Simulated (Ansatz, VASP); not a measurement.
## CsBr: VASP beside Ansatz

```xyz
2
Lattice="4.2133 0.0000 0.0000 0.0000 4.2133 0.0000 0.0000 0.0000 4.2133" Properties=species:S:1:pos:R:3 pbc="T T T"
Cs    0.0000    0.0000    0.0000
Br    2.1067    2.1067    2.1067
```

Change from the starting cell: volume scaled by 0.95.

Alike in both runs: task single point; functional PBE; k mesh 6 × 6 × 6; occupations fermi-dirac, width 0.03 eV; no spin polarisation.

```csv
,VASP,Ansatz
version,VASP 6.6.1,Ansatz 0.2.0
potentials or method,"VASP PAW PBE potentials, release 64 (Cs_sv, Br), cutoff 500 eV","all-electron LAPW, scalar-relativistic"
```

|  | VASP | Ansatz | Ansatz less VASP |
| --- | --- | --- | --- |
| gap on the k mesh at the Fermi level (eV) | 4.72 | 4.73 | +0.012 |
| pressure (GPa) | 2.1 | 2.1 | -0.06 |

Ansatz ran all-electron here, and VASP with PAW potentials.

Spin-orbit coupling is off throughout.
